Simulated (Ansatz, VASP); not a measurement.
**One calculation of MgS, two programs**

```
Mg S
1.0
     0.00000    2.59096    2.59096
     2.59096    0.00000    2.59096
     2.59096    2.59096    0.00000
Mg S
1 1
Direct
  0.00000 0.00000 0.00000
  0.50000 0.50000 0.50000
```

Alike in both runs: functional PBEsol; k mesh 12 × 12 × 12; occupations fermi-dirac, width 0.08 eV; no spin polarisation.

Ansatz relaxed the structure, and its values are those at the end. VASP's run is a single point on that final structure, the one shown.

|  | VASP | Ansatz |
| --- | --- | --- |
| version | VASP 6.6.1 | Ansatz 0.2.0 |
| potentials or method | VASP PAW PBE potentials, release 64 (Mg, S) | PAW with Ansatz's default frozen-core files, scalar-relativistic |
| plane-wave cutoff (eV) | 600 | 420 |
| valence electrons in the cell | 8 | 16 |

Ansatz gave:

| Property | Result |
| --- | --- |
| pressure (GPa) | 0.0 |

Q: Which values does VASP return?

A: Pressure (GPa): -0.2.

VASP's potentials were made for PBE, not for PBEsol. VASP's potentials hold 8 valence electrons a cell and Ansatz's 16, so a difference there can come from the potentials and not from the codes.
